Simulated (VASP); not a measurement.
# Pd (Fm-3m) in VASP: further runs

Runs on Pd. Level: LDA. Tasks: single point, relaxation of cell and atoms.

All numbers are computed with VASP 6.6.1; they aren't measurements. Logs are shortened: lines on timing, memory, paths and dates and some standing lists are left out, and cuts for length are marked.

## Step 1: The cell of the first run

It takes space group Fm-3m (No. 225, cubic). The conventional cell has a = 3.839 Å, b = 3.839 Å, c = 3.839 Å, α = 90.00°, β = 90.00°, γ = 90.00°. Within 3.6 Å of Pd (site symmetry m-3m) lie 12 Pd at 2.71 Å.

## Step 2: Single point, LDA

INCAR reads:

```
SYSTEM = Pd
PREC = Accurate ; ENCUT = 520
EDIFF = 1E-6 ; ISMEAR = 0
SIGMA = 0.1 ; LREAL = .False.
LASPH = .True. ; NELM = 80
ALGO = Fast ; ISIF = 2
LWAVE = .False. ; LCHARG = .True.
GGA = CA ; LELF = .True.
LVHAR = .True. ; NBANDS = 11
```

KPOINTS reads:

```
Automatic mesh
0
Gamma
  18 18 18
  0 0 0
```

POSCAR reads:

```
Pd
1.0
    0.0000000000      1.9195979674      1.9195979674
    1.9195979674      0.0000000000      1.9195979674
    1.9195979674      1.9195979674      0.0000000000
Pd
1
Direct
    0.0000000000      0.0000000000      0.0000000000
```

Potentials or basis: VASP PAW LDA potentials, release 64 (Pd).

The run is started by

```sh
cat potpaw_LDA.64/Pd/POTCAR > POTCAR
mpirun -np 1 vasp_std > vasp.out
```

OUTCAR:

```text
SYSTEM = Pd
   PREC = Accurate
   ENCUT = 520
   EDIFF = 1E-6
   ISMEAR = 0
   LREAL = .False.
   LASPH = .True.
   NELM = 80
   ISIF = 2
   GGA = CA

 ion  position               nearest neighbor table
   1  0.000  0.000  0.000-

  LATTYP: Found a face centered cubic cell.
 ALAT       =     3.8391959348

  Lattice vectors:

 A1 = (   0.0000000000,   1.9195979674,   1.9195979674)
 A2 = (   1.9195979674,   0.0000000000,   1.9195979674)
 A3 = (   1.9195979674,   1.9195979674,   0.0000000000)

Analysis of symmetry for initial positions (statically):
=====================================================================
 Subroutine PRICEL returns:
 Original cell was already a primitive cell.

 Routine SETGRP: Setting up the symmetry group for a
 face centered cubic supercell.

 Subroutine GETGRP returns: Found 48 space group operations
 (whereof 48 operations were pure point group operations)
 out of a pool of 48 trial point group operations.

The static configuration has the point symmetry O_h .

Analysis of symmetry for dynamics (positions and initial velocities):
=====================================================================
 Subroutine PRICEL returns:
 Original cell was already a primitive cell.

 Routine SETGRP: Setting up the symmetry group for a
 face centered cubic supercell.

 Subroutine GETGRP returns: Found 48 space group operations
 (whereof 48 operations were pure point group operations)
 out of a pool of 48 trial point group operations.

The dynamic configuration has the point symmetry O_h .

 Subroutine INISYM returns: Found 48 space group operations
 (whereof 48 operations are pure point group operations),
 and found     1 'primitive' translations

----------------------------------------------------------------------------------------

                                     Primitive cell

  volume of cell :      14.1469

  direct lattice vectors                    reciprocal lattice vectors
     0.000000000  1.919597967  1.919597967    -0.260471207  0.260471207  0.260471207
     1.919597967  0.000000000  1.919597967     0.260471207 -0.260471207  0.260471207
     1.919597967  1.919597967  0.000000000     0.260471207  0.260471207 -0.260471207

  length of vectors
     2.714721480  2.714721480  2.714721480     0.451149365  0.451149365  0.451149365

  position of ions in fractional coordinates (direct lattice)
     0.000000000  0.000000000  0.000000000

  ion indices of the primitive-cell ions
   primitive index   ion index
                 1           1

----------------------------------------------------------------------------------------

 KPOINTS: Automatic mesh

Automatic generation of k-mesh.
 Grid dimensions read from file:
 generate k-points for:   18   18   18

 Generating k-lattice:

  Cartesian coordinates                     Fractional coordinates (reciprocal lattice)
    -0.014470623  0.014470623  0.014470623     0.055555556  0.000000000  0.000000000
     0.014470623 -0.014470623  0.014470623     0.000000000  0.055555556  0.000000000
     0.014470623  0.014470623 -0.014470623     0.000000000  0.000000000  0.055555556

  Length of vectors
     0.025063854  0.025063854  0.025063854

  Shift w.r.t. Gamma in fractional coordinates (k-lattice)
     0.000000000  0.000000000  0.000000000

 Subroutine IBZKPT returns following result:
 ===========================================

 Found    195 irreducible k-points:

 Following reciprocal coordinates:
            Coordinates               Weight
  0.000000  0.000000  0.000000      1.000000
  0.055556  0.000000  0.000000      8.000000
  0.111111  0.000000  0.000000      8.000000
  0.166667  0.000000  0.000000      8.000000
  0.222222  0.000000  0.000000      8.000000
  0.277778  0.000000  0.000000      8.000000
[... 16 lines left out ...]
 -0.277778  0.055556  0.000000     24.000000
 -0.222222  0.055556  0.000000     24.000000
 [... further k-points ...]
   k-points           NKPTS =    195   k-points in BZ     NKDIM =    195   number of bands    NBANDS=     11
   number of dos      NEDOS =    301   number of ions     NIONS =      1
   total plane-waves  NPLWV =   8000
   dimension x,y,z NGX =    20 NGY =   20 NGZ =   20
   dimension x,y,z NGXF=    40 NGYF=   40 NGZF=   40
   ions per type =               1
   NGX,Y,Z   is equivalent  to a cutoff of  12.25, 12.25, 12.25 a.u.
   NGXF,Y,Z  is equivalent  to a cutoff of  24.50, 24.50, 24.50 a.u.
 SYSTEM =  Pd
   PREC   = accura    normal or accurate (medium, high low for compatibility)
   ISTART =      0    job   : 0-new  1-cont  2-samecut
   ICHARG =      2    charge: 1-file 2-atom 10-const
   ISPIN  =      1    spin polarized calculation?
   LNONCOLLINEAR =      F non collinear calculations
   LSORBIT =      F    spin-orbit coupling
   LASPH  =      T    aspherical Exc in radial PAW
   ENCUT  =  520.0 eV  38.22 Ry    6.18 a.u.   5.05  5.05  5.05*2*pi/ulx,y,z
   NELM   =     80;   NELMIN=  2; NELMDL= -5     # of ELM steps
   EDIFF  = 0.1E-05   stopping-criterion for ELM
   LREAL  =      F    real-space projection
   EDIFFG = 0.1E-04   stopping-criterion for IOM
   NSW    =      0    number of steps for IOM
   IBRION =     -1    ionic relax: 0-MD 1-quasi-New 2-CG
   NFREE  =      0    steps in history (QN), initial steepest desc. (CG)
   ISIF   =      2    stress and relaxation
   ISYM   =      2    0-nonsym 1-usesym 2-fastsym
   POTIM  = 0.5000    time-step for ionic-motion
   TEBEG  =    0.0;   TEEND  =   0.0 temperature during run
   PSTRESS=    0.0 pullay stress
   NELECT =      10.0000    total number of electrons
   NUPDOWN=      -1.0000    fix difference up-down
   EMIN   =  10.00;   EMAX   =-10.00  energy-range for DOS
   EFERMI =   0.00;   METHOD = LEGACY
   ISMEAR =     0;   SIGMA  =   0.10  broadening in eV -4-tet -1-fermi 0-gaus
   EFERMI_NEDOS =   21; number of points for ismear=-14 and -15
   IALGO  =     68    algorithm
   IMIX   =      4    mixing-type and parameters
     AMIX     =   0.40;   BMIX     =  1.00
     AMIX_MAG =   1.60;   BMIX_MAG =  1.00
  volume/ion in A,a.u.               =      14.15        95.47
  Fermi-wavevector in a.u.,A,eV,Ry     =   1.458326  2.755836 28.935701  2.126714
  Thomas-Fermi vector in A             =   2.575023
   LORBIT       =      0    0 simple, 1 ext, 2 COOP (PROOUT), +10 PAW based schemes
   GGA     = CA    functional components
   LHFCALC =     F    Hartree Fock is set to
   AEXX    =    0.0000 exact exchange contribution
   IVDW    =     0    specifies the selected vdW correction
   LEPSILON=     F    determine dielectric tensor
   LRPA    =     F    only Hartree local field effects (RPA)
 non-spin polarized calculation
 RMM-DIIS sequential band-by-band and
 Gauss-broadening in eV      SIGMA  =   0.10
  energy-cutoff  :      520.00
  volume of cell :       14.15
 maximum number of plane-waves:       392
   NGX =  9   NGY =  9   NGZ =  9

 number of electron      10.0000005 magnetization

 Free energy of the ion-electron system (eV)
  ---------------------------------------------------
  ext. energy  EPLUGINS =         0.00000000
  ---------------------------------------------------
  free energy    TOTEN  =        -6.50355543 eV

  energy without entropy =       -6.49251690  energy(sigma->0) =       -6.49803617

 E-fermi :  10.3306     XC(G=0): -13.7737

 val. band max:       10.3287131551   @ k =  -0.4444   0.3889   0.1111
 cond. band min:      10.3342850794   @ k =   0.5000   0.1111   0.0000
 fundamental gap:      0.0055719242
 Fermi energy:        10.3305684396

 k-point     1 :       0.0000    0.0000    0.0000
  band No.  band energies     occupation
      1       2.7582      2.00000
      2       7.2566      2.00000
      3       7.2566      2.00000
      4       7.2566      2.00000
      5       9.0190      2.00000
      6       9.0190      2.00000
      7      27.4625      0.00000
      8      32.4241      0.00000
      9      32.4241      0.00000
     10      32.4241      0.00000
     11      37.8639      0.00000

 k-point     2 :       0.0556    0.0000    0.0000
  band No.  band energies     occupation
      1       2.8750      2.00000
      2       7.2125      2.00000
      3       7.2986      2.00000
      4       7.2986      2.00000
      5       8.9978      2.00000
      6       8.9978      2.00000
      7      27.5997      0.00000
      8      31.6797      0.00000
      9      32.5685      0.00000
     10      32.5685      0.00000
     11      38.5873      0.00000

 k-point     3 :       0.1111    0.0000    0.0000
  band No.  band energies     occupation
      1       3.2121      2.00000
      2       7.1030      2.00000
      3       7.4089      2.00000
      4       7.4089      2.00000
      5       8.9531      2.00000
      6       8.9531      2.00000
      7      27.9286      0.00000
      8      30.1460      0.00000
      9      32.9817      0.00000
     10      32.9817      0.00000
     11      36.0118      0.00000

 k-point     4 :       0.1667    0.0000    0.0000
  band No.  band energies     occupation
      1       3.7187      2.00000
      2       7.0002      2.00000
      3       7.5331      2.00000
      4       7.5331      2.00000
      5       8.9441      2.00000
      6       8.9441      2.00000
      7      27.8064      0.00000
      8      28.8619      0.00000
      9      33.5938      0.00000
     10      33.5938      0.00000
     11      37.0740      0.00000

 k-point     5 :       0.2222    0.0000    0.0000
  band No.  band energies     occupation
      1       4.2687      2.00000
      2       7.0532      2.00000
      3       7.5884      2.00000
      4       7.5884      2.00000
      5       9.0562      2.00000
      6       9.0562      2.00000
      7      26.1268      0.00000
      8      28.7488      0.00000
      9      34.2278      0.00000
     10      34.2278      0.00000
     11      36.4704      0.00000
[... 211 lines left out ...]
 k-point    21 :      -0.3889    0.0556    0.0000
  band No.  band energies     occupation
      1       4.7756      2.00000
      2       7.2416      2.00000
      3       7.3426      2.00000
      4       9.2439      2.00000
      5       9.9370      2.00000
      6      10.9876      0.00000
      7      19.5850      0.00000
      8      27.2488      0.00000
      9      31.2468      0.00000
     10      32.6157      0.00000
     11      37.7296      0.00000

 k-point    22 :      -0.3333    0.0556    0.0000
  band No.  band energies     occupation
      1       4.8336      2.00000
      2       7.3532      2.00000
      3       7.4431      2.00000
      4       8.4351      2.00000
      5       9.5726      2.00000
      6      10.3355      0.94389
      7      21.4580      0.00000
      8      27.6997      0.00000
      9      31.7764      0.00000
     10      33.8617      0.00000
     11      36.8609      0.00000

 k-point    23 :      -0.2778    0.0556    0.0000
  band No.  band energies     occupation
      1       4.8005      2.00000
      2       7.4121      2.00000
      3       7.5627      2.00000
      4       7.6411      2.00000
      5       9.1873      2.00000
      6       9.8371      2.00000
      7      23.5037      0.00000
      8      28.2434      0.00000
      9      32.4640      0.00000
     10      35.4128      0.00000
     11      35.7664      0.00000

 k-point    24 :      -0.2222    0.0556    0.0000
  band No.  band energies     occupation
      1       4.5214      2.00000
      2       7.0107      2.00000
      3       7.6086      2.00000
      4       7.6458      2.00000
      5       8.8782      2.00000
      6       9.4469      2.00000
      7      25.5410      0.00000
      8      28.6682      0.00000
      9      32.9157      0.00000
     10      35.2017      0.00000
     11      35.6830      0.00000

 [... further k-points ...]
[... 5 lines left out ...]
  --------------------------------------------------------------------------------------
  -------------------------------------------------------------------------------------
  Total        0.0207841      0.0207841      0.0207841      0.0000000      0.0000000      0.0000000
  in kB        2.3538605      2.3538605      2.3538605      0.0000000      0.0000000      0.0000000
  external PRESSURE =       2.3538605 kB  Pullay stress =       0.0000000 kB

 VOLUME and BASIS-vectors are now :
 -----------------------------------------------------------------------------
  energy-cutoff  :      520.00
  volume of cell :       14.15
      direct lattice vectors                 reciprocal lattice vectors
     0.000000000  1.919597967  1.919597967    -0.260471207  0.260471207  0.260471207
     1.919597967  0.000000000  1.919597967     0.260471207 -0.260471207  0.260471207
     1.919597967  1.919597967  0.000000000     0.260471207  0.260471207 -0.260471207

 POSITION                                       TOTAL-FORCE (eV/Angst)
 -----------------------------------------------------------------------------------
      0.00000      0.00000      0.00000         0.000000      0.000000      0.000000
 -----------------------------------------------------------------------------------
    total drift:                                0.000000     -0.000000      0.000000

  FREE ENERGIE OF THE ION-ELECTRON SYSTEM (eV)
  ---------------------------------------------------
  free  energy   TOTEN  =        -6.5035554339 eV

  energy  without entropy=       -6.4925168972  energy(sigma->0) =       -6.49803617
```

Wall time 17 s (1 thread of Intel Xeon Platinum 8488C (Sapphire Rapids), shared host); peak memory 0.14 GiB.

What came out:

- Free energy: -6.5036 eV
- Pressure: 0.2 GPa
- Band gap on the k mesh: zero (band 5 reaches 10.65 eV, above the bottom of band 6 at 8.94 eV)

## Step 3: Relaxation of cell and atoms, LDA

This run uses another cell than the first one, of 14.71 Å³/atom, 1.040 times its volume.

INCAR reads:

```
SYSTEM = Pd
PREC = Accurate
ENCUT = 600
EDIFF = 1E-6
ISMEAR = 0
SIGMA = 0.1
LREAL = .False.
LASPH = .True.
NELM = 100
ALGO = Fast
ISIF = 3
LWAVE = .False.
LCHARG = .False.
IBRION = 2
NSW = 100
EDIFFG = -0.005
```

KPOINTS reads:

```
regular mesh
0
Gamma
  18 18 18
  0 0 0
```

POSCAR reads:

```
Pd
1.0
    0.0000000000      1.9449000000      1.9449000000
    1.9449000000      0.0000000000      1.9449000000
    1.9449000000      1.9449000000      0.0000000000
Pd
1
Direct
    0.0000000000      0.0000000000      0.0000000000
```

Potentials or basis: VASP PAW LDA potentials, release 64 (Pd).

The run is started by

```sh
cat potpaw_LDA.64/Pd/POTCAR > POTCAR
mpirun -np 1 vasp_std > vasp.out
```

OUTCAR:

```text
SYSTEM = Pd
   PREC = Accurate
   ENCUT = 600
   EDIFF = 1E-6
   ISMEAR = 0
   LREAL = .False.
   LASPH = .True.
   NELM = 100
   ISIF = 3
   IBRION = 2
   NSW = 100
   EDIFFG = -0.005

 ion  position               nearest neighbor table
   1  0.000  0.000  0.000-

  LATTYP: Found a face centered cubic cell.
 ALAT       =     3.8898000000

  Lattice vectors:

 A1 = (   0.0000000000,   1.9449000000,   1.9449000000)
 A2 = (   1.9449000000,   0.0000000000,   1.9449000000)
 A3 = (   1.9449000000,   1.9449000000,   0.0000000000)

Analysis of symmetry for initial positions (statically):
=====================================================================
 Subroutine PRICEL returns:
 Original cell was already a primitive cell.

 Routine SETGRP: Setting up the symmetry group for a
[... 178 lines left out ...]
 Fermi energy:         9.6347888541

 k-point     1 :       0.0000    0.0000    0.0000
  band No.  band energies     occupation
      1       2.3775      2.00000
      2       6.7504      2.00000
      3       6.7504      2.00000
      4       6.7504      2.00000
      5       8.4043      2.00000
      6       8.4043      2.00000
      7      26.7675      0.00000
      8      31.5000      0.00000
      9      31.5000      0.00000
[... 380 lines left out ...]
--------------------------------------- Ionic step        4  -------------------------------------------

 number of electron      10.0000002 magnetization

 Free energy of the ion-electron system (eV)
  ---------------------------------------------------
  ext. energy  EPLUGINS =         0.00000000
  ---------------------------------------------------
  free energy    TOTEN  =        -6.50391126 eV

  energy without entropy =       -6.49285689  energy(sigma->0) =       -6.49838407

 E-fermi :  10.3128     XC(G=0): -13.7679

 val. band max:       10.3108791667   @ k =  -0.4444   0.3889   0.1111
 cond. band min:      10.3164555810   @ k =   0.5000   0.1111   0.0000
 fundamental gap:      0.0055764143
 Fermi energy:        10.3127695406

 k-point     1 :       0.0000    0.0000    0.0000
  band No.  band energies     occupation
      1       2.7479      2.00000
      2       7.2433      2.00000
      3       7.2433      2.00000
      4       7.2433      2.00000
      5       9.0031      2.00000
      6       9.0031      2.00000
      7      27.4454      0.00000
      8      32.4009      0.00000
      9      32.4009      0.00000
[... 304 lines left out ...]
  FREE ENERGIE OF THE ION-ELECTRON SYSTEM (eV)
  ---------------------------------------------------
  free  energy   TOTEN  =        -6.5039112588 eV

  energy  without entropy=       -6.4928568866  energy(sigma->0) =       -6.49838407

 reached required accuracy - stopping structural energy minimisation
```

OSZICAR:

```text
N       E                     dE             d eps       ncg     rms          rms(c)
DAV:   1     0.422216282333E+02    0.42222E+02   -0.57897E+03  3510   0.118E+03
DAV:   2    -0.639999167421E+01   -0.48622E+02   -0.47555E+02  3728   0.207E+02
DAV:   3    -0.682941672267E+01   -0.42943E+00   -0.42649E+00  4145   0.226E+01
DAV:   4    -0.683175419844E+01   -0.23375E-02   -0.23367E-02  4096   0.151E+00
[... 29 lines left out ...]
RMM:   8    -0.650390543581E+01    0.51664E-06   -0.53730E-06  3194   0.224E-02
   3 F= -.65039054E+01 E0= -.64983721E+01  d E =-.141455E-01
       N       E                     dE             d eps       ncg     rms          rms(c)
DAV:   1    -0.650398096322E+01   -0.75011E-04   -0.14230E-03  5084   0.433E-01    0.577E-02
RMM:   2    -0.650391162146E+01    0.69342E-04   -0.12798E-04  3510   0.125E-01    0.143E-02
RMM:   3    -0.650391125876E+01    0.36270E-06   -0.23270E-06  2579   0.185E-02
   4 F= -.65039113E+01 E0= -.64983841E+01  d E =-.141513E-01
```

It took 39 s on 1 thread of Intel Xeon Platinum 8488C (Sapphire Rapids), shared host; peak memory 0.17 GiB.

What came out:

```yaml
Free_energy: -6.5039 eV
Relaxed_volume: 14.16 Å³/atom
Relaxed_cell: a = 2.716 Å, b = 2.716 Å, c = 2.716 Å, α = 60.00°, β = 60.00°, γ = 60.00°
Space_group_after_relaxing_to_0.05_Å: Fm-3m (No. 225)
Energy_gained_by_relaxing: 14.2 meV/atom
Ionic_steps: 4
Pressure_after_relaxing: 0.0 GPa
Band_gap_on_the_k_mesh: zero (band 5 reaches 10.63 eV, above the bottom of band 6 at 8.93 eV)
```

The path:
```csv
step,energy change (eV),largest force (eV/Å),pressure (GPa),volume (Å³)
1,0.0000,0.0000,-7.85,14.71
2,0.0358,0.0000,18.56,13.23
3,-0.0141,0.0000,-0.18,14.17
4,-0.0142,0.0000,0.01,14.16
```

Final structure:
```
Pd
1.0
     0.00000    1.92021    1.92021
     1.92021    0.00000    1.92021
     1.92021    1.92021    0.00000
Pd
1
Direct
  0.00000 0.00000 0.00000
```

Levels at points of the mesh, in eV from the Fermi level:
```tsv
k point	band 3	band 4	band 5	band 6	band 7	band 8
(0.00, 0.00, 0.00)	-3.07	-3.07	-1.31	-1.31	17.13	22.09
(0.50, 0.00, 0.00)	-3.11	-0.02	-0.02	0.85	7.58	16.52
(0.50, 0.50, 0.00)	-0.04	0.32	0.32	3.24	11.15	13.28
```

LDA usually gives volumes a few per cent too small. Zero-point motion and thermal expansion aren't in these numbers.
